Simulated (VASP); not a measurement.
Write the native input for VASP 6.6.1 that does the following.

* Task: single point
* Functional: PBEsol
* Potentials or basis: VASP PAW PBE potentials, release 64 (Ga_d, Sb)
* Cutoff: 520 eV
* k mesh: 4 × 4 × 4
* Occupations: gaussian, width 0.1 eV
* Spin: no spin polarisation
* Dipole correction: no
* Further INCAR settings: ALGO = Fast; EDIFF = 1e-07; NBANDS = 30

The structure of Ga3Sb lies in POSCAR:

```
Ga3Sb
1.0
   -4.0795404940      4.0795404940      8.9960145660
    4.0795404940     -4.0795404940      8.9960145660
    4.0795404940      4.0795404940     -8.9960145660
Ga Sb
3 1
Direct
    0.7500000000      0.2500000000      0.5000000000
    0.2500000000      0.7500000000      0.5000000000
    0.5000000000      0.5000000000      0.0000000000
    0.0000000000      0.0000000000      0.0000000000
```

These files were run (other wordings do the same):

INCAR

```
SYSTEM = Ga3Sb
PREC = Accurate ; ENCUT = 520
EDIFF = 1E-7 ; ISMEAR = 0
SIGMA = 0.1 ; LREAL = .FALSE.
LASPH = .TRUE. ; NELM = 60
ALGO = Fast ; ISIF = 2
LWAVE = .FALSE. ; LCHARG = .FALSE.
GGA = PS ; NBANDS = 30
```

KPOINTS

```
regular mesh
0
G
  4 4 4
  0 0 0
```

Potentials or basis: VASP PAW PBE potentials, release 64 (Ga_d, Sb).

Command:

```bash
$ cat potpaw_PBE.64/Ga_d/POTCAR potpaw_PBE.64/Sb/POTCAR > POTCAR
$ mpirun -np 1 vasp_std > vasp.out
```

It gave:

| Item | Value |
| --- | --- |
| Pressure | -1.0 GPa |
| Band gap on the k mesh | zero (band 22 reaches -1.96 eV, above the bottom of band 23 at -2.15 eV) |

Caveat: the PAW data sets were made with another functional, which shifts forces and pressure a little; spin-orbit coupling is left out, which moves the levels of the heavy elements.

Run time: 36 min on 1 thread of Intel(R) Xeon(R) Platinum 8259CL CPU @ 2.50GHz (Skylake/Cascade Lake), on a shared host, peak memory 1.1 GiB.
